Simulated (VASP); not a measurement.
Here is a VASP 6.6.1 calculation.

File INCAR:

```
SYSTEM = CuO
PREC = Accurate
ENCUT = 1340
EDIFF = 1E-6
ISMEAR = -1
SIGMA = 0.05
LREAL = .FALSE.
LASPH = .TRUE.
NELM = 120
ALGO = Normal
ISIF = 2
LWAVE = .FALSE.
LCHARG = .FALSE.
GGA = PE
NBANDS = 33
GGA_COMPAT = .FALSE.
```

The input KPOINTS:

```
Automatic mesh
0
G
  8 8 6
  0 0 0
```

POSCAR

```
CuO
1.0
    2.7190595429      0.0000000000      0.0000000000
    0.0000000000      2.7190595429      0.0000000000
    0.0000000000      0.0000000000      5.1512070128
Cu O
2 2
Direct
    0.0000000000      0.5000000000      0.0000000000
    0.5000000000      0.0000000000      0.5000000000
    0.0000000000      0.0000000000      0.2500000000
    0.0000000000      0.0000000000      0.7500000000
```

Potentials or basis: VASP PAW PBE potentials, release 64 (Cu_sv_GW, O_h).

Run with:

```sh
$ cat potpaw_PBE.64/Cu_sv_GW/POTCAR potpaw_PBE.64/O_h/POTCAR > POTCAR
$ mpirun -np 1 vasp_std > vasp.out
```

(1) What does it give for the band gap on the k mesh?

(2) Predict the pressure.

Answers

(1) zero (bands 25 and 26 overlap by 1.19 eV).

(2) 29.7 GPa.

Caveat: the cell stands under pressure; semilocal functionals often make such compounds metallic where correlation or magnetic order opens a gap, which also shifts bond lengths.
